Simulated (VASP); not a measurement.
# HfGe3 (Pm-3m) in VASP: density of states with PBE

Aim: the density of states of HfGe3 with PBE.

Program: VASP 6.6.1. These are calculated values, not measurements. Logs are shortened: lines on timing, memory, paths and dates and some standing lists are left out, and cuts for length are marked.

## 1. The cell of the first run

It takes space group Pm-3m (No. 221, cubic). The conventional cell has a = 5.199 Å, b = 5.199 Å, c = 5.199 Å, α = 90.00°, β = 90.00°, γ = 90.00°. Hf (site symmetry m-3m) has 6 Ge at 2.60 Å within 3.4 Å. Ge (site symmetry 4/mmm) has 2 Hf at 2.60 Å within 3.4 Å.

## 2. Density of states, PBE

Input file POSCAR:

```
HfGe3
1.0
    5.1985126702      0.0000000000      0.0000000000
    0.0000000000      5.1985126702      0.0000000000
    0.0000000000      0.0000000000      5.1985126702
Hf Ge
1 3
Direct
    0.0000000000      0.0000000000      0.0000000000
    0.5000000000      0.0000000000      0.0000000000
    0.0000000000      0.5000000000      0.0000000000
    0.0000000000      0.0000000000      0.5000000000
```

Input file INCAR.step1:

```
SYSTEM = HfGe3
PREC     = Accurate       ! precision mode
ENCUT    = 520            ! plane-wave cutoff, eV
EDIFF    = 1E-6           ! SCF threshold, eV
ISMEAR   = 0              ! smearing method
SIGMA    = 0.1            ! smearing width, eV
LREAL    = .FALSE.        ! projectors in reciprocal space
LASPH    = .TRUE.         ! aspherical terms in the spheres
NELM     = 100            ! most SCF steps
ALGO     = Normal         ! electronic algorithm
ISIF     = 2              ! what is computed and relaxed
LWAVE    = .FALSE.        ! write WAVECAR
LCHARG   = .TRUE.         ! write CHGCAR
LMAXMIX  = 4              ! l up to which the mixer works
GGA      = PE             ! functional
NBANDS   = 34             ! bands
```

Input file KPOINTS.step1:

```
Automatic mesh
0
G
  10 10 10
  0 0 0
```

Input file INCAR.step2:

```
SYSTEM = HfGe3
PREC     = Accurate       ! precision mode
ENCUT    = 520            ! plane-wave cutoff, eV
EDIFF    = 1E-6           ! SCF threshold, eV
ISMEAR   = -5             ! smearing method
SIGMA    = 0.1            ! smearing width, eV
LREAL    = .FALSE.        ! projectors in reciprocal space
LASPH    = .TRUE.         ! aspherical terms in the spheres
NELM     = 100            ! most SCF steps
ALGO     = Normal         ! electronic algorithm
ISIF     = 2              ! what is computed and relaxed
LWAVE    = .FALSE.        ! write WAVECAR
LCHARG   = .FALSE.        ! write CHGCAR
LMAXMIX  = 4              ! l up to which the mixer works
GGA      = PE             ! functional
LORBIT   = 11             ! projections on sites
NEDOS    = 2001           ! points of the DOS
ICHARG   = 11             ! starting density
```

Input file KPOINTS.step2:

```
Automatic mesh
0
G
  15 15 15
  0 0 0
```

Potentials or basis: VASP PAW PBE potentials, release 64 (Hf_pv, Ge_d).

Started as:

```console
$ cat potpaw_PBE.64/Hf_pv/POTCAR potpaw_PBE.64/Ge_d/POTCAR > POTCAR
$ cp INCAR.step1 INCAR
$ cp KPOINTS.step1 KPOINTS
$ mpirun -np 1 vasp_std > vasp.out
$ cp INCAR.step2 INCAR
$ cp KPOINTS.step2 KPOINTS
$ mpirun -np 1 vasp_std > vasp.out
```

OUTCAR:

```text
SYSTEM = HfGe3
   PREC = Accurate
   ENCUT = 520
   EDIFF = 1E-6
   ISMEAR = -5
   LREAL = .FALSE.
   LASPH = .TRUE.
   NELM = 100
   ISIF = 2
   GGA = PE
   LORBIT = 11
   ICHARG = 11

 ion  position               nearest neighbor table
   1  0.000  0.000  0.000-   2 2.60   3 2.60   4 2.60   4 2.60   3 2.60   2 2.60
   2  0.500  0.000  0.000-   1 2.60   1 2.60
   3  0.000  0.500  0.000-   1 2.60   1 2.60
   4  0.000  0.000  0.500-   1 2.60   1 2.60

  LATTYP: Found a simple cubic cell.
 ALAT       =     5.1985126702

  Lattice vectors:

 A1 = (   5.1985126702,   0.0000000000,   0.0000000000)
 A2 = (   0.0000000000,   5.1985126702,   0.0000000000)
 A3 = (   0.0000000000,   0.0000000000,   5.1985126702)

Analysis of symmetry for initial positions (statically):
=====================================================================
 Subroutine PRICEL returns:
 Original cell was already a primitive cell.

 Routine SETGRP: Setting up the symmetry group for a
 simple cubic supercell.

 Subroutine GETGRP returns: Found 48 space group operations
[... 9 lines left out ...]

 Routine SETGRP: Setting up the symmetry group for a
 simple cubic supercell.

 Subroutine GETGRP returns: Found 48 space group operations
 (whereof 48 operations were pure point group operations)
 out of a pool of 48 trial point group operations.

The dynamic configuration has the point symmetry O_h .

 Subroutine INISYM returns: Found 48 space group operations
 (whereof 48 operations are pure point group operations),
 and found     1 'primitive' translations

----------------------------------------------------------------------------------------

                                     Primitive cell

  volume of cell :     140.4874

  direct lattice vectors                    reciprocal lattice vectors
     5.198512670  0.000000000  0.000000000     0.192362713  0.000000000  0.000000000
     0.000000000  5.198512670  0.000000000     0.000000000  0.192362713  0.000000000
     0.000000000  0.000000000  5.198512670     0.000000000  0.000000000  0.192362713

  length of vectors
     5.198512670  5.198512670  5.198512670     0.192362713  0.192362713  0.192362713

  position of ions in fractional coordinates (direct lattice)
     0.000000000  0.000000000  0.000000000
     0.500000000  0.000000000  0.000000000
     0.000000000  0.500000000  0.000000000
     0.000000000  0.000000000  0.500000000

  ion indices of the primitive-cell ions
   primitive index   ion index
                 1           1
                 2           2
                 3           3
                 4           4

----------------------------------------------------------------------------------------

 KPOINTS: Automatic mesh

Automatic generation of k-mesh.
 Grid dimensions read from file:
 generate k-points for:   15   15   15

 Generating k-lattice:

  Cartesian coordinates                     Fractional coordinates (reciprocal lattice)
     0.012824181  0.000000000  0.000000000     0.066666667  0.000000000  0.000000000
     0.000000000  0.012824181  0.000000000     0.000000000  0.066666667  0.000000000
     0.000000000  0.000000000  0.012824181     0.000000000  0.000000000  0.066666667

  Length of vectors
     0.012824181  0.012824181  0.012824181

  Shift w.r.t. Gamma in fractional coordinates (k-lattice)
     0.000000000  0.000000000  0.000000000

 TETIRR: Found   1667 inequivalent tetrahedra from    20250

 Subroutine IBZKPT returns following result:
 ===========================================

 Found    120 irreducible k-points:

 Following reciprocal coordinates:
            Coordinates               Weight
  0.000000  0.000000  0.000000      1.000000
  0.066667  0.000000  0.000000      6.000000
  0.133333  0.000000  0.000000      6.000000
  0.200000  0.000000  0.000000      6.000000
  0.266667  0.000000  0.000000      6.000000
  0.333333  0.000000  0.000000      6.000000
[... 16 lines left out ...]
  0.266667  0.200000  0.000000     24.000000
  0.333333  0.200000  0.000000     24.000000
 [... further k-points ...]
   k-points           NKPTS =    120   k-points in BZ     NKDIM =    120   number of bands    NBANDS=     31
   number of dos      NEDOS =   2001   number of ions     NIONS =      4
   total plane-waves  NPLWV =  64000
   dimension x,y,z NGX =    40 NGY =   40 NGZ =   40
   dimension x,y,z NGXF=    80 NGYF=   80 NGZF=   80
   ions per type =               1   3
   NGX,Y,Z   is equivalent  to a cutoff of  12.79, 12.79, 12.79 a.u.
   NGXF,Y,Z  is equivalent  to a cutoff of  25.58, 25.58, 25.58 a.u.
 SYSTEM =  HfGe3
   PREC   = accura    normal or accurate (medium, high low for compatibility)
   ISTART =      0    job   : 0-new  1-cont  2-samecut
   ICHARG =     11    charge: 1-file 2-atom 10-const
   ISPIN  =      1    spin polarized calculation?
   LNONCOLLINEAR =      F non collinear calculations
   LSORBIT =      F    spin-orbit coupling
   LASPH  =      T    aspherical Exc in radial PAW
   ENCUT  =  520.0 eV  38.22 Ry    6.18 a.u.   9.67  9.67  9.67*2*pi/ulx,y,z
   NELM   =    100;   NELMIN=  2; NELMDL=  0     # of ELM steps
   EDIFF  = 0.1E-05   stopping-criterion for ELM
   LREAL  =      F    real-space projection
   EDIFFG = 0.1E-04   stopping-criterion for IOM
   NSW    =      0    number of steps for IOM
   IBRION =     -1    ionic relax: 0-MD 1-quasi-New 2-CG
   NFREE  =      0    steps in history (QN), initial steepest desc. (CG)
   ISIF   =      2    stress and relaxation
   ISYM   =      2    0-nonsym 1-usesym 2-fastsym
   POTIM  = 0.5000    time-step for ionic-motion
   TEBEG  =    0.0;   TEEND  =   0.0 temperature during run
   PSTRESS=    0.0 pullay stress
   NELECT =      52.0000    total number of electrons
   NUPDOWN=      -1.0000    fix difference up-down
   EMIN   =  10.00;   EMAX   =-10.00  energy-range for DOS
   EFERMI =   0.00;   METHOD = LEGACY
   ISMEAR =    -5;   SIGMA  =   0.10  broadening in eV -4-tet -1-fermi 0-gaus
   EFERMI_NEDOS =   21; number of points for ismear=-14 and -15
   IALGO  =     38    algorithm
   IMIX   =      4    mixing-type and parameters
     AMIX     =   0.40;   BMIX     =  1.00
     AMIX_MAG =   1.60;   BMIX_MAG =  1.00
  volume/ion in A,a.u.               =      35.12       237.01
  Fermi-wavevector in a.u.,A,eV,Ry     =   1.175430  2.221241 18.798301  1.381636
  Thomas-Fermi vector in A             =   2.311811
   LORBIT       =     11    0 simple, 1 ext, 2 COOP (PROOUT), +10 PAW based schemes
   GGA     = PE    functional components
   LHFCALC =     F    Hartree Fock is set to
   AEXX    =    0.0000 exact exchange contribution
   IVDW    =     0    specifies the selected vdW correction
   LEPSILON=     F    determine dielectric tensor
   LRPA    =     F    only Hartree local field effects (RPA)
 non-spin polarized calculation
 Fermi weights with tetrahedron method with Bloechl corrections
  energy-cutoff  :      520.00
  volume of cell :      140.49
 maximum number of plane-waves:      3812
 NGX is ok and might be reduce to    40

 number of electron      52.0000073 magnetization

 Free energy of the ion-electron system (eV)
  ---------------------------------------------------
  ext. energy  EPLUGINS =         0.00000000
  ---------------------------------------------------
  free energy    TOTEN  =       -21.13893331 eV

  energy without entropy =      -21.13893331  energy(sigma->0) =      -21.13893331

 E-fermi :   0.9422     XC(G=0):  -7.9926

 val. band max:        0.9300824285   @ k =   0.3333   0.2667   0.0000
 cond. band min:       0.9356218612   @ k =   0.2667   0.2000   0.2000
 fundamental gap:      0.0055394326
 Fermi energy:         0.9422026286

 k-point     1 :       0.0000    0.0000    0.0000
  band No.  band energies     occupation
      1     -28.6569      2.00000
      2     -28.6569      2.00000
      3     -28.6569      2.00000
      4     -23.1870      2.00000
      5     -23.1870      2.00000
      6     -23.1838      2.00000
[... 23 lines left out ...]
     30       2.9188      0.00000
     31       4.1932      0.00000

 k-point     2 :       0.0667    0.0000    0.0000
  band No.  band energies     occupation
      1     -28.6580      2.00000
      2     -28.6570      2.00000
      3     -28.6570      2.00000
      4     -23.1870      2.00000
      5     -23.1869      2.00000
      6     -23.1838      2.00000
[... 23 lines left out ...]
     30       3.1792      0.00000
     31       3.9186      0.00000

 k-point     3 :       0.1333    0.0000    0.0000
  band No.  band energies     occupation
      1     -28.6612      2.00000
      2     -28.6571      2.00000
      3     -28.6571      2.00000
      4     -23.1870      2.00000
      5     -23.1867      2.00000
      6     -23.1838      2.00000
[... 23 lines left out ...]
     30       3.4552      0.00000
     31       3.4552      0.00000

 k-point     4 :       0.2000    0.0000    0.0000
  band No.  band energies     occupation
      1     -28.6657      2.00000
      2     -28.6572      2.00000
      3     -28.6572      2.00000
      4     -23.1870      2.00000
      5     -23.1862      2.00000
      6     -23.1838      2.00000
[... 23 lines left out ...]
     30       3.6215      0.00000
     31       3.6215      0.00000

 k-point     5 :       0.2667    0.0000    0.0000
  band No.  band energies     occupation
      1     -28.6710      2.00000
      2     -28.6573      2.00000
      3     -28.6573      2.00000
      4     -23.1869      2.00000
      5     -23.1857      2.00000
      6     -23.1838      2.00000
[... 23 lines left out ...]
     30       3.7091      0.00000
     31       3.7091      0.00000
[... 542 lines left out ...]
     30       3.2217      0.00000
     31       4.3232      0.00000

 k-point    22 :       0.2000    0.2000    0.0000
  band No.  band energies     occupation
      1     -28.6660      2.00000
      2     -28.6660      2.00000
      3     -28.6574      2.00000
      4     -23.1865      2.00000
      5     -23.1859      2.00000
      6     -23.1844      2.00000
[... 23 lines left out ...]
     30       3.3704      0.00000
     31       4.4581      0.00000

 k-point    23 :       0.2667    0.2000    0.0000
  band No.  band energies     occupation
      1     -28.6712      2.00000
      2     -28.6661      2.00000
      3     -28.6576      2.00000
      4     -23.1864      2.00000
      5     -23.1855      2.00000
      6     -23.1846      2.00000
[... 23 lines left out ...]
     30       3.3458      0.00000
     31       4.7028      0.00000

 k-point    24 :       0.3333    0.2000    0.0000
  band No.  band energies     occupation
      1     -28.6762      2.00000
      2     -28.6663      2.00000
      3     -28.6577      2.00000
      4     -23.1863      2.00000
      5     -23.1849      2.00000
      6     -23.1847      2.00000
[... 23 lines left out ...]
     30       3.2481      0.00000
     31       4.7247      0.00000

 [... further k-points ...]
[... 5 lines left out ...]
  --------------------------------------------------------------------------------------
  -------------------------------------------------------------------------------------
  Total        0.0713534      0.0713534      0.0713534      0.0000000     -0.0000000     -0.0000000
  in kB        0.8137443      0.8137443      0.8137443      0.0000000     -0.0000000     -0.0000000
  external PRESSURE =       0.8137443 kB  Pullay stress =       0.0000000 kB

 VOLUME and BASIS-vectors are now :
 -----------------------------------------------------------------------------
  energy-cutoff  :      520.00
  volume of cell :      140.49
      direct lattice vectors                 reciprocal lattice vectors
     5.198512670  0.000000000  0.000000000     0.192362713  0.000000000  0.000000000
     0.000000000  5.198512670  0.000000000     0.000000000  0.192362713  0.000000000
     0.000000000  0.000000000  5.198512670     0.000000000  0.000000000  0.192362713

 POSITION                                       TOTAL-FORCE (eV/Angst)
 -----------------------------------------------------------------------------------
      0.00000      0.00000      0.00000         0.000000      0.000000      0.000000
      2.59926      0.00000      0.00000         0.000000      0.000000      0.000000
      0.00000      2.59926      0.00000         0.000000      0.000000      0.000000
      0.00000      0.00000      2.59926         0.000000      0.000000      0.000000
 -----------------------------------------------------------------------------------
    total drift:                               -0.000000      0.000000     -0.000000

  FREE ENERGIE OF THE ION-ELECTRON SYSTEM (eV)
  ---------------------------------------------------
  free  energy   TOTEN  =       -21.1389333059 eV

  energy  without entropy=      -21.1389333059  energy(sigma->0) =      -21.13893331

 total charge

# of ion       s       p       d       tot
------------------------------------------
    1        0.358   6.495   1.796   8.649
    2        1.239   0.996   9.977  12.211
    3        1.239   0.996   9.977  12.211
    4        1.239   0.996   9.977  12.211
--------------------------------------------------
tot          4.074   9.482  31.725  45.281
```

Wall time 3.1 min (1 thread of Intel Xeon 6975P-C (Granite Rapids), shared host); peak memory 0.56 GiB.

Results:

```
Valence electrons inside the program's atomic spheres : Hf 8.65; Ge 12.21
```

Caveat: spin-orbit coupling is left out, which moves the levels of the heavy elements; tetrahedron occupations give inexact forces and stress in metals.
